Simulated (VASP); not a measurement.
# SnSe (Fm-3m) in VASP: notebook, part 2 of 2

VASP 6.6.1. The steps go on from the part before.

### 3 Electric field gradients, PBEsol (volume scaled by 0.98)

File INCAR:

```
PREC = Accurate ; ENCUT = 520
EDIFF = 1E-8 ; ISMEAR = -1
SIGMA = 0.01 ; LREAL = F
LASPH = T ; NELM = 60
ALGO = Normal ; ISIF = 2
LWAVE = F ; LCHARG = F
GGA = PS ; LEFG = T
NBANDS = 17
```

File KPOINTS:

```
Automatic mesh
0
Gamma
  7 7 7
```

File POSCAR:

```
SnSe
1.0
    0.0000000000      2.9897980490      2.9897980490
    2.9897980490      0.0000000000      2.9897980490
    2.9897980490      2.9897980490      0.0000000000
Sn Se
1 1
Direct
    0.0000000000      0.0000000000      0.0000000000
    0.5000000000      0.5000000000      0.5000000000
```

Potentials or basis: VASP PAW PBE potentials, release 64 (Sn_d, Se).

Launch:

```sh
$ cat potpaw_PBE.64/Sn_d/POTCAR potpaw_PBE.64/Se/POTCAR > POTCAR
$ mpirun -np 1 vasp_std > vasp.out
```

OUTCAR:

```text
PREC = Accurate
   ENCUT = 520
   EDIFF = 1E-8
   ISMEAR = -1
   LREAL = F
   LASPH = T
   NELM = 60
   ISIF = 2
   GGA = PS

 ion  position               nearest neighbor table
   1  0.000  0.000  0.000-   2 2.99   2 2.99   2 2.99   2 2.99   2 2.99   2 2.99
   2  0.500  0.500  0.500-   1 2.99   1 2.99   1 2.99   1 2.99   1 2.99   1 2.99

  LATTYP: Found a face centered cubic cell.
 ALAT       =     5.9795960980

  Lattice vectors:

 A1 = (   0.0000000000,   2.9897980490,   2.9897980490)
 A2 = (   2.9897980490,   0.0000000000,   2.9897980490)
 A3 = (   2.9897980490,   2.9897980490,   0.0000000000)

Analysis of symmetry for initial positions (statically):
=====================================================================
 Subroutine PRICEL returns:
 Original cell was already a primitive cell.

 Routine SETGRP: Setting up the symmetry group for a
 face centered cubic supercell.

 Subroutine GETGRP returns: Found 48 space group operations
 (whereof 48 operations were pure point group operations)
 out of a pool of 48 trial point group operations.

The static configuration has the point symmetry O_h .

Analysis of symmetry for dynamics (positions and initial velocities):
=====================================================================
 Subroutine PRICEL returns:
 Original cell was already a primitive cell.

 Routine SETGRP: Setting up the symmetry group for a
 face centered cubic supercell.

 Subroutine GETGRP returns: Found 48 space group operations
 (whereof 48 operations were pure point group operations)
 out of a pool of 48 trial point group operations.

[... 151 lines left out ...]
      1     -15.8142      2.00000
      2     -15.8142      2.00000
      3     -15.8140      2.00000
      4     -15.8140      2.00000
      5     -15.8140      2.00000
      6      -8.3480      2.00000
[... 377 lines left out ...]
      4     -15.8050      2.00000
      5     -15.7955      2.00000
      6      -7.0608      2.00000
[... 9 lines left out ...]
     16      17.1780      0.00000
     17      17.4630      0.00000

------------------------ aborting loop because EDIFF is reached ----------------------------------------

  FORCE on cell =-STRESS in cart. coord.  units (eV):
  Direction    XX          YY          ZZ          XY          YZ          ZX
  --------------------------------------------------------------------------------------
  -------------------------------------------------------------------------------------
  Total       -0.2875363     -0.2875363     -0.2875363      0.0000000     -0.0000000      0.0000000
  in kB       -8.6188191     -8.6188191     -8.6188191      0.0000000     -0.0000000      0.0000000
  external PRESSURE =      -8.6188191 kB  Pullay stress =       0.0000000 kB

 VOLUME and BASIS-vectors are now :
 -----------------------------------------------------------------------------
  energy-cutoff  :      520.00
  volume of cell :       53.45
      direct lattice vectors                 reciprocal lattice vectors
     0.000000000  2.989798049  2.989798049    -0.167235376  0.167235376  0.167235376
     2.989798049  0.000000000  2.989798049     0.167235376 -0.167235376  0.167235376
     2.989798049  2.989798049  0.000000000     0.167235376  0.167235376 -0.167235376

 POSITION                                       TOTAL-FORCE (eV/Angst)
 -----------------------------------------------------------------------------------
      0.00000      0.00000      0.00000         0.000000      0.000000      0.000000
      2.98980      2.98980      2.98980        -0.000000     -0.000000     -0.000000
 -----------------------------------------------------------------------------------
    total drift:                                0.000000     -0.000000     -0.000000

  FREE ENERGIE OF THE ION-ELECTRON SYSTEM (eV)
  ---------------------------------------------------
  free  energy   TOTEN  =        -8.9833578369 eV

  energy  without entropy=       -8.9833578369  energy(sigma->0) =       -8.98335784

 Electric field gradients (V/A^2)
---------------------------------------------------------------------
 ion       V_xx      V_yy      V_zz      V_xy      V_xz      V_yz
---------------------------------------------------------------------
   1       0.000     0.000    -0.000     0.002     0.002     0.002
   2       0.000    -0.000     0.000    -0.000    -0.000    -0.000
---------------------------------------------------------------------

 Electric field gradients after diagonalization (V/A^2)
 (convention: |V_zz| > |V_xx| > |V_yy|)
----------------------------------------------------------------------
 ion       V_xx      V_yy      V_zz     asymmetry (V_yy - V_xx)/ V_zz
----------------------------------------------------------------------
   1      -0.002    -0.002     0.004       0.000
   2       0.000     0.000    -0.000       0.000
----------------------------------------------------------------------

           NMR quadrupolar parameters

 Cq : quadrupolar parameter    Cq=e*Q*V_zz/h
 eta: asymmetry parameters     (V_yy - V_xx)/ V_zz
 Q  : nuclear electric quadrupole moment in mb (millibarn)
----------------------------------------------------------------------
 ion       Cq(MHz)       eta       Q (mb)
----------------------------------------------------------------------
   1       0.000       0.000       1.000
   2      -0.000       0.000       1.000
----------------------------------------------------------------------
```

OSZICAR:

```text
N       E                     dE             d eps       ncg     rms          rms(c)
DAV:   1     0.131165023393E+03    0.13117E+03   -0.98332E+03   689   0.141E+03
DAV:   2     0.351230415373E+01   -0.12765E+03   -0.12364E+03   712   0.347E+02
DAV:   3    -0.882986612226E+01   -0.12342E+02   -0.12257E+02   863   0.943E+01
DAV:   4    -0.913851416739E+01   -0.30865E+00   -0.30837E+00   826   0.157E+01
DAV:   5    -0.914659693000E+01   -0.80828E-02   -0.80822E-02   939   0.252E+00    0.312E+00
DAV:   6    -0.898752569594E+01    0.15907E+00   -0.37949E-01   998   0.405E+00    0.185E+00
DAV:   7    -0.898349462619E+01    0.40311E-02   -0.68514E-02   831   0.128E+00    0.860E-01
DAV:   8    -0.898352881782E+01   -0.34192E-04   -0.71972E-03   855   0.720E-01    0.871E-02
DAV:   9    -0.898333846760E+01    0.19035E-03   -0.13693E-03  1004   0.281E-01    0.422E-02
DAV:  10    -0.898335628351E+01   -0.17816E-04   -0.11856E-04   827   0.726E-02    0.765E-03
DAV:  11    -0.898335785892E+01   -0.15754E-05   -0.68690E-06   890   0.188E-02    0.231E-03
DAV:  12    -0.898335789073E+01   -0.31809E-07   -0.31451E-07   913   0.735E-03    0.702E-04
DAV:  13    -0.898335786623E+01    0.24495E-07   -0.16175E-08   749   0.122E-03    0.278E-04
DAV:  14    -0.898335783283E+01    0.33399E-07   -0.58027E-09   565   0.815E-04    0.653E-05
DAV:  15    -0.898335783688E+01   -0.40432E-08   -0.70259E-10   396   0.240E-04
   1 F= -.89833578E+01 E0= -.89833578E+01  d E =-.234208E-12
```

Wall time 15 s (1 thread of Intel Xeon 6975P-C, shared host); peak memory 0.18 GiB.

What came out:

* Free energy: -8.9834 eV
* Pressure: -0.9 GPa

Levels at points of the mesh, in eV from the Fermi level:
```tsv
k point	band 8	band 9	band 10	band 11	band 12	band 13
(0.00, 0.00, 0.00)	-2.43	-2.43	-2.43	4.17	4.17	4.17
```

Caveat: this odd mesh misses L, where the gap lies, so gap, dielectric constants and Born charges aren't listed; without QUAD_EFG the Cq values of the log hold for a quadrupole moment of 1 mb, not for the nuclei; the PAW data sets were made with another functional, which shifts forces and pressure a little; spin-orbit coupling is left out, which moves the levels of the heavy elements.
